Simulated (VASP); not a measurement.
# SnO2 (P6_3/mmc) in VASP: notebook

Runs on SnO2. Level: r2SCAN. Tasks: single point.

Program: VASP 6.6.1. These are calculated values, not measurements. Logs are shortened: lines on timing, memory, paths and dates and some standing lists are left out, and cuts for length are marked.

### 1 The cell of the first run

Symmetry: P6_3/mmc, No. 194, hexagonal system. The conventional cell has a = 3.096 Å, b = 3.096 Å, c = 10.340 Å, α = 90.00°, β = 90.00°, γ = 120.00°. Sn (site symmetry -3m) has 6 O at 2.04 Å within 2.7 Å. O (site symmetry 3m) has 3 Sn at 2.04 Å and 3 O at 2.64 Å within 2.7 Å.

### 2 Single point, r2SCAN

File POSCAR:

```
SnO2
1.0
    3.0958130324      0.0000000000      0.0000000000
   -1.5479065162      2.6810485639      0.0000000000
    0.0000000000      0.0000000000     10.3404206906
Sn O
2 4
Direct
    0.0000000000      0.0000000000      0.5000000000
    0.0000000000      0.0000000000      0.0000000000
    0.6666666667      0.3333333333      0.4058600000
    0.6666666667      0.3333333333      0.0941400000
    0.3333333333      0.6666666667      0.5941400000
    0.3333333333      0.6666666667      0.9058600000
```

File INCAR.step1:

```
SYSTEM = SnO2
ALGO = Normal ; EDIFF = 1E-4
ENCUT = 520 ; GGA = PE
ISMEAR = -1 ; LASPH = .TRUE.
LCHARG = .FALSE. ; LREAL = .FALSE.
LWAVE = .TRUE. ; NBANDS = 35
NELM = 60 ; PREC = Accurate
SIGMA = 0.05
```

File INCAR.step2:

```
SYSTEM = SnO2
ALGO = Normal ; EDIFF = 1E-6
ENCUT = 520 ; ISIF = 2
ISMEAR = -1 ; ISTART = 1
LASPH = .TRUE. ; LCHARG = .TRUE.
LELF = .TRUE. ; LMIXTAU = .TRUE.
LREAL = .FALSE. ; LVHAR = .TRUE.
LWAVE = .FALSE. ; METAGGA = R2SCAN
NBANDS = 35 ; NELM = 60
PREC = Accurate ; SIGMA = 0.05
```

File KPOINTS:

```
k-points
0
G
  7 7 2
  0 0 0
```

Potentials or basis: VASP PAW PBE potentials, release 64 (Sn_d, O).

Started as:

```sh
$ cat potpaw_PBE.64/Sn_d/POTCAR potpaw_PBE.64/O/POTCAR > POTCAR
$ cp INCAR.step1 INCAR
$ mpirun -np 1 vasp_std > vasp.out
$ cp INCAR.step2 INCAR
$ mpirun -np 1 vasp_std > vasp.out
```

OUTCAR:

```text
SYSTEM = SnO2
   EDIFF = 1E-6
   ENCUT = 520
   ISIF = 2
   ISMEAR = -1
   ISTART = 1
   LASPH = .TRUE.
   LREAL = .FALSE.
   METAGGA = R2SCAN
   NELM = 60
   PREC = Accurate

 ion  position               nearest neighbor table
   1  0.000  0.000  0.500-   5 2.04   3 2.04   5 2.04   3 2.04   3 2.04   5 2.04
   2  0.000  0.000  0.000-   6 2.04   4 2.04   6 2.04   4 2.04   4 2.04   6 2.04
   3  0.667  0.333  0.406-   1 2.04   1 2.04   1 2.04
   4  0.667  0.333  0.094-   2 2.04   2 2.04   2 2.04
   5  0.333  0.667  0.594-   1 2.04   1 2.04   1 2.04
   6  0.333  0.667  0.906-   2 2.04   2 2.04   2 2.04

  LATTYP: Found a hexagonal cell.
 ALAT       =     3.0958130324
 C/A-ratio  =     3.3401308743

  Lattice vectors:

 A1 = (   3.0958130324,   0.0000000000,   0.0000000000)
 A2 = (  -1.5479065162,   2.6810485639,   0.0000000000)
 A3 = (   0.0000000000,   0.0000000000,  10.3404206906)

Analysis of symmetry for initial positions (statically):
=====================================================================
 Subroutine PRICEL returns:
 Original cell was already a primitive cell.

 Routine SETGRP: Setting up the symmetry group for a
 hexagonal supercell.

 Subroutine GETGRP returns: Found 24 space group operations
 (whereof 12 operations were pure point group operations)
 out of a pool of 24 trial point group operations.

The static configuration has the point symmetry D_3d.
 The point group associated with its full space group is D_6h.

Analysis of symmetry for dynamics (positions and initial velocities):
=====================================================================
 Subroutine PRICEL returns:
 Original cell was already a primitive cell.

 Routine SETGRP: Setting up the symmetry group for a
 hexagonal supercell.

 Subroutine GETGRP returns: Found 24 space group operations
 (whereof 12 operations were pure point group operations)
 out of a pool of 24 trial point group operations.

The dynamic configuration has the point symmetry D_3d.
 The point group associated with its full space group is D_6h.

 Subroutine INISYM returns: Found 24 space group operations
 (whereof 12 operations are pure point group operations),
 and found     1 'primitive' translations

----------------------------------------------------------------------------------------

                                     Primitive cell

  volume of cell :      85.8258

  direct lattice vectors                    reciprocal lattice vectors
     3.095813032  0.000000000  0.000000000     0.323016923  0.186494197  0.000000000
    -1.547906516  2.681048564  0.000000000     0.000000000  0.372988395  0.000000000
     0.000000000  0.000000000 10.340420691     0.000000000  0.000000000  0.096707864

  length of vectors
     3.095813032  3.095809423 10.340420691     0.372987960  0.372988395  0.096707864

  position of ions in fractional coordinates (direct lattice)
     0.000000000  0.000000000  0.500000000
     0.000000000  0.000000000  0.000000000
     0.666666667  0.333333333  0.405860000
     0.666666667  0.333333333  0.094140000
     0.333333333  0.666666667  0.594140000
     0.333333333  0.666666667  0.905860000

  ion indices of the primitive-cell ions
   primitive index   ion index
                 1           1
                 2           2
                 3           3
                 4           4
                 5           5
                 6           6

----------------------------------------------------------------------------------------

 KPOINTS: k-points

Automatic generation of k-mesh.
 Grid dimensions read from file:
 generate k-points for:    7    7    2

 Generating k-lattice:

  Cartesian coordinates                     Fractional coordinates (reciprocal lattice)
     0.046145275  0.026642028  0.000000000     0.142857143  0.000000000  0.000000000
     0.000000000  0.053284056  0.000000000     0.000000000  0.142857143  0.000000000
     0.000000000  0.000000000  0.048353932     0.000000000  0.000000000  0.500000000

  Length of vectors
     0.053283994  0.053284056  0.048353932

  Shift w.r.t. Gamma in fractional coordinates (k-lattice)
     0.000000000  0.000000000  0.000000000

 Subroutine IBZKPT returns following result:
 ===========================================

 Found     16 irreducible k-points:

 Following reciprocal coordinates:
            Coordinates               Weight
  0.000000  0.000000  0.000000      1.000000
  0.142857 -0.000000  0.000000      6.000000
  0.285714 -0.000000  0.000000      6.000000
  0.428571 -0.000000  0.000000      6.000000
  0.142857  0.142857  0.000000      6.000000
  0.285714  0.142857  0.000000     12.000000
[... 8 lines left out ...]
  0.428571  0.142857  0.500000      6.000000
  0.285714  0.285714  0.500000      6.000000
   k-points           NKPTS =     16   k-points in BZ     NKDIM =     16   number of bands    NBANDS=     35
   number of dos      NEDOS =    301   number of ions     NIONS =      6
   total plane-waves  NPLWV =  46080
   dimension x,y,z NGX =    24 NGY =   24 NGZ =   80
   dimension x,y,z NGXF=    48 NGYF=   48 NGZF=  160
   ions per type =               2   4
   NGX,Y,Z   is equivalent  to a cutoff of  12.89, 12.89, 12.86 a.u.
   NGXF,Y,Z  is equivalent  to a cutoff of  25.78, 25.78, 25.72 a.u.
 SYSTEM =  SnO2
   PREC   = accura    normal or accurate (medium, high low for compatibility)
   ISTART =      1    job   : 0-new  1-cont  2-samecut
   ICHARG =      0    charge: 1-file 2-atom 10-const
   ISPIN  =      1    spin polarized calculation?
   LNONCOLLINEAR =      F non collinear calculations
   LSORBIT =      F    spin-orbit coupling
   LASPH  =      T    aspherical Exc in radial PAW
   ENCUT  =  520.0 eV  38.22 Ry    6.18 a.u.   5.76  5.76 19.23*2*pi/ulx,y,z
   NELM   =     60;   NELMIN=  2; NELMDL=  0     # of ELM steps
   EDIFF  = 0.1E-05   stopping-criterion for ELM
   LREAL  =      F    real-space projection
   EDIFFG = 0.1E-04   stopping-criterion for IOM
   NSW    =      0    number of steps for IOM
   IBRION =     -1    ionic relax: 0-MD 1-quasi-New 2-CG
   NFREE  =      0    steps in history (QN), initial steepest desc. (CG)
   ISIF   =      2    stress and relaxation
   ISYM   =      2    0-nonsym 1-usesym 2-fastsym
   POTIM  = 0.5000    time-step for ionic-motion
   TEBEG  =    0.0;   TEEND  =   0.0 temperature during run
   PSTRESS=    0.0 pullay stress
   NELECT =      52.0000    total number of electrons
   NUPDOWN=      -1.0000    fix difference up-down
   EMIN   =  10.00;   EMAX   =-10.00  energy-range for DOS
   EFERMI =   0.00;   METHOD = LEGACY
   ISMEAR =    -1;   SIGMA  =   0.05  broadening in eV -4-tet -1-fermi 0-gaus
   EFERMI_NEDOS =   21; number of points for ismear=-14 and -15
   IALGO  =     38    algorithm
   IMIX   =      4    mixing-type and parameters
     AMIX     =   0.40;   BMIX     =  1.00
     AMIX_MAG =   1.60;   BMIX_MAG =  1.00
  volume/ion in A,a.u.               =      14.30        96.53
  Fermi-wavevector in a.u.,A,eV,Ry     =   1.385277  2.617795 26.109490  1.918993
  Thomas-Fermi vector in A             =   2.509703
   LORBIT       =      0    0 simple, 1 ext, 2 COOP (PROOUT), +10 PAW based schemes
   METAGGA = R2SCAN    functional components
   LHFCALC =     F    Hartree Fock is set to
   AEXX    =    0.0000 exact exchange contribution
   IVDW    =     0    specifies the selected vdW correction
   LEPSILON=     F    determine dielectric tensor
   LRPA    =     F    only Hartree local field effects (RPA)
 non-spin polarized calculation
  energy-cutoff  :      520.00
  volume of cell :       85.83
 maximum number of plane-waves:      2328
 NGX is ok and might be reduce to    24
   NGX = 11   NGY = 11   NGZ = 39

 number of electron      51.9999992 magnetization

 Free energy of the ion-electron system (eV)
  ---------------------------------------------------
  ext. energy  EPLUGINS =         0.00000000
  ---------------------------------------------------
  free energy    TOTEN  =       -82.78316377 eV

  energy without entropy =      -82.78316377  energy(sigma->0) =      -82.78316377

 E-fermi :   3.9645     XC(G=0): -10.4712

 val. band max:        2.8130997160   @ k =   0.2857   0.1429   0.0000
 cond. band min:       6.3854255074   @ k =   0.0000   0.0000   0.0000
 fundamental gap:      3.5723257915
 Fermi energy:         3.9645405484

 k-point     1 :       0.0000    0.0000    0.0000
  band No.  band energies     occupation
      1     -18.0438      2.00000
      2     -18.0349      2.00000
      3     -17.3376      2.00000
      4     -17.3376      2.00000
      5     -17.3375      2.00000
      6     -17.3375      2.00000
[... 27 lines left out ...]
     34      16.1957      0.00000
     35      16.2880      0.00000

 k-point     2 :       0.1429   -0.0000    0.0000
  band No.  band energies     occupation
      1     -17.8956      2.00000
      2     -17.8885      2.00000
      3     -17.6400      2.00000
      4     -17.6357      2.00000
      5     -17.2777      2.00000
      6     -17.2776      2.00000
[... 27 lines left out ...]
     34      15.7647      0.00000
     35      16.7714      0.00000

 k-point     3 :       0.2857   -0.0000    0.0000
  band No.  band energies     occupation
      1     -18.3646      2.00000
      2     -18.3583      2.00000
      3     -17.3239      2.00000
      4     -17.3207      2.00000
      5     -17.1813      2.00000
      6     -17.1812      2.00000
[... 27 lines left out ...]
     34      15.5899      0.00000
     35      17.0152      0.00000

 k-point     4 :       0.4286   -0.0000    0.0000
  band No.  band energies     occupation
      1     -18.7327      2.00000
      2     -18.7265      2.00000
      3     -17.1924      2.00000
      4     -17.1917      2.00000
      5     -17.1581      2.00000
      6     -17.1579      2.00000
[... 27 lines left out ...]
     34      16.3934      0.00000
     35      16.7362      0.00000

 k-point     5 :       0.1429    0.1429    0.0000
  band No.  band energies     occupation
      1     -18.0973      2.00000
      2     -18.0915      2.00000
      3     -17.6938      2.00000
      4     -17.6883      2.00000
      5     -17.1264      2.00000
      6     -17.1262      2.00000
[... 334 lines left out ...]
 k-point    14 :       0.2857    0.1429    0.5000
  band No.  band energies     occupation
      1     -18.4973      2.00000
      2     -18.4973      2.00000
      3     -17.5778      2.00000
      4     -17.5778      2.00000
      5     -17.1218      2.00000
      6     -17.1218      2.00000
[... 27 lines left out ...]
     34      15.9859      0.00000
     35      16.4157      0.00000

 k-point    15 :       0.4286    0.1429    0.5000
  band No.  band energies     occupation
      1     -18.6588      2.00000
      2     -18.6588      2.00000
      3     -17.5348      2.00000
      4     -17.5348      2.00000
      5     -17.1498      2.00000
      6     -17.1498      2.00000
[... 27 lines left out ...]
     34      16.0684      0.00000
     35      16.6748      0.00000

 k-point    16 :       0.2857    0.2857    0.5000
  band No.  band energies     occupation
      1     -18.4080      2.00000
      2     -18.4080      2.00000
      3     -17.9920      2.00000
      4     -17.9920      2.00000
      5     -17.0563      2.00000
      6     -17.0563      2.00000
[... 27 lines left out ...]
     34      15.5871      0.00000
     35      16.3007      0.00000

------------------------ aborting loop because EDIFF is reached ----------------------------------------

  FORCE on cell =-STRESS in cart. coord.  units (eV):
  Direction    XX          YY          ZZ          XY          YZ          ZX
  --------------------------------------------------------------------------------------
  -------------------------------------------------------------------------------------
  Total       10.7799751     10.7799416      4.8977681      0.0000000      0.0000000      0.0000000
  in kB      201.2383405    201.2377148     91.4305188      0.0000000      0.0000000      0.0000000
  external PRESSURE =     164.6355247 kB  Pullay stress =       0.0000000 kB

 VOLUME and BASIS-vectors are now :
 -----------------------------------------------------------------------------
  energy-cutoff  :      520.00
  volume of cell :       85.83
      direct lattice vectors                 reciprocal lattice vectors
     3.095813032  0.000000000  0.000000000     0.323016923  0.186494197  0.000000000
    -1.547906516  2.681048564  0.000000000     0.000000000  0.372988395  0.000000000
     0.000000000  0.000000000 10.340420691     0.000000000  0.000000000  0.096707864

 POSITION                                       TOTAL-FORCE (eV/Angst)
 -----------------------------------------------------------------------------------
      0.00000      0.00000      5.17021        -0.000000      0.000000      0.000000
      0.00000      0.00000      0.00000        -0.000000      0.000000      0.000000
      1.54791      0.89368      4.19676         0.000000     -0.000000     -1.178241
      1.54791      0.89368      0.97345         0.000000     -0.000000      1.178241
     -0.00000      1.78737      6.14366        -0.000000      0.000000      1.178241
     -0.00000      1.78737      9.36697        -0.000000      0.000000     -1.178241
 -----------------------------------------------------------------------------------
    total drift:                               -0.000000      0.000000      0.000000

  FREE ENERGIE OF THE ION-ELECTRON SYSTEM (eV)
  ---------------------------------------------------
  free  energy   TOTEN  =       -82.7831637739 eV

  energy  without entropy=      -82.7831637738  energy(sigma->0) =      -82.78316377
```

Run time: 1.8 min. Hardware: 1 thread of Intel Xeon 6975P-C (Granite Rapids), shared host; peak memory 0.22 GiB.

Results:

- Free energy: -82.7832 eV
- Pressure: 16.5 GPa
- Largest force: 1.178 eV/Å
- Band gap on the k mesh: 3.57 eV (least direct gap 4.15 eV)

Forces in eV/Å, atoms in the order of the input:
```
Sn   0.000  0.000  0.000
Sn   0.000  0.000  0.000
O    0.000  0.000 -1.178
O    0.000  0.000  1.178
O    0.000  0.000  1.178
O    0.000  0.000 -1.178
```

Levels at points of the mesh, in eV from the valence-band top:
```tsv
k point	band 24	band 25	band 26	band 27	band 28	band 29
(0.00, 0.00, 0.00)	-0.78	-0.78	-0.58	3.57	4.49	6.86
(0.00, 0.00, 0.50)	-0.80	-0.80	-0.80	4.02	4.02	7.13
```

Caveat: the cell stands under pressure; the PAW data sets were made with another functional, which shifts forces and pressure a little; spin-orbit coupling is left out, which moves the levels of the heavy elements; an odd mesh through Γ misses points on the zone boundary, where band edges can lie.

### 3 Single point, r2SCAN

This run uses another cell than the first one, of 14.95 Å³/atom.

POSCAR, as its differences from that of step 2:

```diff
@@ -2,5 +2,5 @@
 1.0
-    3.0958130324      0.0000000000      0.0000000000
-   -1.5479065162      2.6810485639      0.0000000000
-    0.0000000000      0.0000000000     10.3404206906
+    3.1420260102      0.0000000000      0.0000000000
+   -1.5710130051      2.7210701144      0.0000000000
+    0.0000000000      0.0000000000     10.4947780846
 Sn O
```

File INCAR.step1:

```
SYSTEM = SnO2
PREC     = Accurate       ! precision mode
ENCUT    = 520            ! plane-wave cutoff, eV
ISMEAR   = -1             ! smearing method
SIGMA    = 0.05           ! smearing width, eV
LREAL    = .False.        ! projectors in reciprocal space
LASPH    = .True.         ! aspherical terms in the spheres
NELM     = 80             ! most SCF steps
NBANDS   = 35             ! bands
GGA      = PE             ! functional
ALGO     = Normal         ! electronic algorithm
EDIFF    = 1E-4           ! SCF threshold, eV
LWAVE    = .True.         ! write WAVECAR
LCHARG   = .False.        ! write CHGCAR
```

File INCAR.step2:

```
SYSTEM = SnO2
PREC     = Accurate       ! precision mode
ENCUT    = 520            ! plane-wave cutoff, eV
EDIFF    = 1E-7           ! SCF threshold, eV
ISMEAR   = -1             ! smearing method
SIGMA    = 0.05           ! smearing width, eV
LREAL    = .False.        ! projectors in reciprocal space
LASPH    = .True.         ! aspherical terms in the spheres
NELM     = 80             ! most SCF steps
ALGO     = Normal         ! electronic algorithm
ISIF     = 2              ! what is computed and relaxed
LWAVE    = .False.        ! write WAVECAR
LCHARG   = .True.         ! write CHGCAR
METAGGA  = R2SCAN         ! meta-GGA
LMIXTAU  = .True.       
LELF     = .True.         ! ELF
LVHAR    = .True.       
NBANDS   = 35             ! bands
ISTART   = 1
```

File KPOINTS:

```
regular mesh
0
Gamma
  7 7 2
  0 0 0
```

Potentials or basis: VASP PAW PBE potentials, release 64 (Sn_d, O).

Started as:

```sh
$ cat potpaw_PBE.64/Sn_d/POTCAR potpaw_PBE.64/O/POTCAR > POTCAR
$ cp INCAR.step1 INCAR
$ mpirun -np 1 vasp_std > vasp.out
$ cp INCAR.step2 INCAR
$ mpirun -np 1 vasp_std > vasp.out
```

It took 1.9 min on 1 thread of Intel Xeon 6975P-C (Granite Rapids), shared host; peak memory 0.23 GiB.

It converged, with:

* Free energy: -83.0758 eV
* Pressure: 7.4 GPa
* Largest force: 0.490 eV/Å
* Band gap on the k mesh: 3.22 eV (least direct gap 3.72 eV)

Forces in eV/Å, atoms in the order of the input:
```
Sn   0.000  0.000  0.000
Sn   0.000  0.000  0.000
O    0.000  0.000 -0.490
O    0.000  0.000  0.490
O    0.000  0.000  0.490
O    0.000  0.000 -0.490
```

Stress tensor (GPa, compression positive):
```
9.25 0.00 0.00
0.00 9.25 0.00
0.00 0.00 3.83
```

Levels at points of the mesh, in eV from the valence-band top:
```tsv
k point	band 22	band 23	band 24	band 25	band 26	band 27	band 28	band 29	band 30	band 31
(0.00, 0.00, 0.00)	-0.84	-0.84	-0.81	-0.81	-0.50	3.22	4.06	6.58	7.05	11.13
(0.00, 0.00, 0.50)	-0.85	-0.83	-0.83	-0.83	-0.83	3.63	3.63	6.84	6.84	11.19
```

Caveat: the cell stands under pressure; the PAW data sets were made with another functional, which shifts forces and pressure a little; spin-orbit coupling is left out, which moves the levels of the heavy elements; an odd mesh through Γ misses points on the zone boundary, where band edges can lie.

(Part 1 of 2 ends here.)
